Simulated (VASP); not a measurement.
Here is a VASP 6.6.1 calculation.

The input INCAR:

```
ALGO = Normal
EDIFF = 1E-7
ENCUT = 520
GGA = PE
ISIF = 2
ISMEAR = 0
LASPH = True
LCHARG = True
LELF = True
LREAL = False
LVHAR = True
LWAVE = False
NBANDS = 49
NELM = 60
PREC = Accurate
SIGMA = 0.1
```

File KPOINTS:

```
k-points
0
Gamma
  12 12 6
```

File POSCAR:

```
LuAg3P4
1.0
    4.5892901917      0.0000000000      0.0000000000
   -2.2946450959      3.9744418913      0.0000000000
    0.0000000000      0.0000000000      8.0172078327
Lu Ag P
1 3 4
Direct
    0.0000000000      0.0000000000      0.0000000000
    0.3333333333      0.6666666667      0.1880803345
    0.6666666667      0.3333333333      0.8119196655
    0.0000000000      0.0000000000      0.5000000000
    0.3333333333      0.6666666667      0.8135236803
    0.6666666667      0.3333333333      0.1864763197
    0.3333333333      0.6666666667      0.5247628169
    0.6666666667      0.3333333333      0.4752371831
```

Potentials or basis: VASP PAW PBE potentials, release 64 (Lu, Ag, P).

Launch:

```sh
$ cat potpaw_PBE.64/Lu/POTCAR potpaw_PBE.64/Ag/POTCAR potpaw_PBE.64/P/POTCAR > POTCAR
$ mpirun -np 1 vasp_std > vasp.out
```

(1) Predict the band gap on the k mesh.

(2) Estimate the largest force.

Results:

(1) zero (band 39 reaches 7.88 eV, above the bottom of band 40 at 6.79 eV).

(2) 0.042 eV/Å.

Caveat: spin-orbit coupling is left out, which moves the levels of the heavy elements.
